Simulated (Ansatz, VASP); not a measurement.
# C in VASP and in Ansatz

The input POSCAR:

```
C
1.0
    1.2280500000     -2.1270600000      0.0000000000
    1.2280500000      2.1270600000      0.0000000000
    0.0000000000      0.0000000000      7.1732700000
C
4
Direct
    0.0833800000      0.9166200000      0.7531400000
    0.5833800000      0.4166200000      0.2468600000
    0.9166200000      0.0833800000      0.2468600000
    0.4166200000      0.5833800000      0.7531400000
```

File INCAR.step1:

```
SYSTEM = C
PREC = Accurate
ENCUT = 660
ISMEAR = 1
SIGMA = 0.05
LREAL = .False.
LASPH = .True.
NELM = 120
NBANDS = 16
GGA = PE
ALGO = Normal
EDIFF = 1E-5
LWAVE = .True.
LCHARG = .False.
GGA_COMPAT = .False.
```

Contents of INCAR.step2:

```
SYSTEM = C
PREC = Accurate
ENCUT = 660
EDIFF = 1E-6
ISMEAR = 1
SIGMA = 0.05
LREAL = .False.
LASPH = .True.
NELM = 120
ALGO = Normal
ISIF = 2
LWAVE = .False.
LCHARG = .False.
METAGGA = R2SCAN
LMIXTAU = .True.
NBANDS = 16
ISTART = 1
GGA_COMPAT = .False.
```

KPOINTS

```
Automatic mesh
0
Gamma
  10 10 3
  0 0 0
```

Input for Ansatz:

```yaml
crystal:
  lattice:
    - [1.22805, -2.12706, 0.0]
    - [1.22805, 2.12706, 0.0]
    - [0.0, 0.0, 7.17327]
  atoms:
    - { symbol: C, position: [0.08338, 0.91662, 0.75314] }
    - { symbol: C, position: [0.58338, 0.41662, 0.24686] }
    - { symbol: C, position: [0.91662, 0.08338, 0.24686] }
    - { symbol: C, position: [0.41662, 0.58338, 0.75314] }
kpoints:
  mp_grid:
    grid: [10, 10, 3]
hamiltonian:
  xc: r2scan
scf:
  occupations:
    method: methfessel_paxton
    width: 0.05
output:
  forces: true
  stress: true
```

Alike in both runs: task single point; functional r2SCAN; k mesh 10 × 10 × 3; occupations methfessel-paxton of order 1, width 0.05 eV; no spin polarisation.

|  | VASP | Ansatz |
| --- | --- | --- |
| version | VASP 6.6.1 | Ansatz 0.2.0 |
| potentials or method | VASP PAW PBE potentials, release 64 (C) | plane waves, PAW |
| plane-wave cutoff (eV) | 660 | 500 |
| valence electrons in the cell | 16 | 16 |

VASP gave:

* pressure (GPa): -0.1
* traceless stress, the component that is largest in VASP (GPa): -0.41
* rms of the force components (eV/Å): 0.010

Q: Estimate Ansatz's values.

A: Pressure (GPa): -0.1; traceless stress, the component that is largest in VASP (GPa): 0.12; rms of the force components (eV/Å): 0.010.

VASP's potentials were made for PBE, not for r2SCAN. Atom by atom the forces differ by 0.000 eV/Å (rms over components). With one functional, cell and mesh, what is left measures potentials, basis and numerics.
